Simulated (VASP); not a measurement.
Write the native input for VASP 6.6.1 that does the following.

```
Task                   : single point
Functional             : r2SCAN
Potentials or basis    : VASP PAW PBE potentials, release 64 (Ta_pv, N)
Cutoff                 : 520 eV
k mesh                 : 18 × 18 × 18
Occupations            : gaussian, width 0.15 eV
Spin                   : no spin polarisation
Dipole correction      : no
Further INCAR settings : ALGO = Normal; EDIFF = 1e-06; NBANDS = 15
```

Crystal: TaN.

```
Ta N
1.0
     0.00000    2.17900    2.17900
     2.17900    0.00000    2.17900
     2.17900    2.17900    0.00000
Ta N
1 1
Direct
  0.50860 0.50860 0.49140
  0.00000 0.00000 0.00000
```

This cell differs from its parent crystal: all Ta atoms moved +0.037 Å, as atom 1 along Cartesian [0 0 1].

These files were run (other wordings do the same):

POSCAR

```
TaN
1.0
    0.0000000000      2.1790000000      2.1790000000
    2.1790000000      0.0000000000      2.1790000000
    2.1790000000      2.1790000000      0.0000000000
Ta N
1 1
Direct
    0.5086048646      0.5086048646      0.4913951354
    0.0000000000      0.0000000000      0.0000000000
```

INCAR.step1

```
SYSTEM = TaN
PREC = Accurate
ENCUT = 520
ISMEAR = 0
SIGMA = 0.15
LREAL = .False.
LASPH = .True.
NELM = 100
NBANDS = 15
GGA = PE
ALGO = Normal
EDIFF = 1E-4
LWAVE = .True.
LCHARG = .False.
```

INCAR.step2

```
SYSTEM = TaN
PREC = Accurate
ENCUT = 520
EDIFF = 1E-6
ISMEAR = 0
SIGMA = 0.15
LREAL = .False.
LASPH = .True.
NELM = 100
ALGO = Normal
ISIF = 2
LWAVE = .False.
LCHARG = .False.
METAGGA = R2SCAN
LMIXTAU = .True.
NBANDS = 15
ISTART = 1
```

KPOINTS

```
Automatic mesh
0
Gamma
  18 18 18
  0 0 0
```

Potentials or basis: VASP PAW PBE potentials, release 64 (Ta_pv, N).

Launch:

```sh
$ cat potpaw_PBE.64/Ta_pv/POTCAR potpaw_PBE.64/N/POTCAR > POTCAR
$ cp INCAR.step1 INCAR
$ mpirun -np 1 vasp_std > vasp.out
$ cp INCAR.step2 INCAR
$ mpirun -np 1 vasp_std > vasp.out
```

It gave:

```json
{
  "Pressure": "12.2 GPa",
  "Largest force": "0.320 eV/Å",
  "Band gap on the k mesh": "zero (bands 8 and 9 overlap by 4.20 eV)"
}
```

Caveat: the cell differs from its parent crystal (all Ta atoms moved +0.037 Å, as atom 1 along Cartesian [0 0 1]); the cell stands under pressure; the PAW data sets were made with another functional, which shifts forces and pressure a little; spin-orbit coupling is left out, which moves the levels of the heavy elements.

It took 3.6 min on 1 thread of Intel(R) Xeon(R) Platinum 8488C (Sapphire Rapids) (shared host), peak memory 0.27 GiB.
